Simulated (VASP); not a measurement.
Wanted: the native input for a VASP 6.6.1 run.

```
Task                   : relaxation of cell and atoms
Functional             : PBE
Potentials or basis    : VASP PAW PBE potentials, release 64 (La, Zr_sv, O)
Cutoff                 : 600 eV
k mesh                 : 6 × 6 × 4
Occupations            : gaussian, width 0.1 eV
Spin                   : no spin polarisation
Dipole correction      : no
Further INCAR settings : ALGO = Normal; EDIFF = 1e-07; IBRION = 2; EDIFFG = -0.04; NSW = 90; ISIF = 3
```

The structure of La2Zr3O lies in POSCAR:

```
La2Zr3O
1.0
    5.5455956779      0.0000000000      0.0000000000
   -2.7727978389      4.8026267362      0.0000000000
    0.0000000000      0.0000000000      6.1814889213
La Zr O
2 3 1
Direct
    0.3333333333      0.6666666667      0.0000000000
    0.6666666667      0.3333333333      0.0000000000
    0.5000000000      0.0000000000      0.5000000000
    0.5000000000      0.5000000000      0.5000000000
    0.0000000000      0.5000000000      0.5000000000
    0.0000000000      0.0000000000      0.0000000000
```

The cell was built from a structure type or drawn by symmetry, and may not be a known phase.

One way to write it, as run:

INCAR

```
PREC = Accurate ; ENCUT = 600
EDIFF = 1E-7 ; ISMEAR = 0
SIGMA = 0.1 ; LREAL = F
LASPH = T ; NELM = 60
ALGO = Normal ; ISIF = 3
LWAVE = F ; LCHARG = F
GGA = PE ; IBRION = 2
NSW = 90 ; EDIFFG = -0.04
```

KPOINTS

```
regular mesh
0
Gamma
  6 6 4
```

Potentials or basis: VASP PAW PBE potentials, release 64 (La, Zr_sv, O).

Command:

```sh
$ cat potpaw_PBE.64/La/POTCAR potpaw_PBE.64/Zr_sv/POTCAR potpaw_PBE.64/O/POTCAR > POTCAR
$ mpirun -np 1 vasp_std > vasp.out
```

It gave:

```json
{"Relaxed volume": "26.87 Å³/atom", "Relaxed cell": "a = 5.464 Å, b = 5.464 Å, c = 6.235 Å, α = 90.00°, β = 90.00°, γ = 120.00°", "Space group after relaxing (to 0.1 Å)": "P6/mmm (No. 191)", "Energy gained by relaxing": "4.3 meV/atom", "Ionic steps": "4", "Pressure after relaxing": "0.1 GPa", "Band gap on the k mesh": "zero (bands 32 and 33 overlap by 0.55 eV)"}
```

Caveat: spin-orbit coupling is left out, which moves the levels of the heavy elements.

Wall time 8.2 min on 1 thread of Intel(R) Xeon(R) 6975P-C (Granite Rapids), with other jobs on the host, peak memory 0.45 GiB.
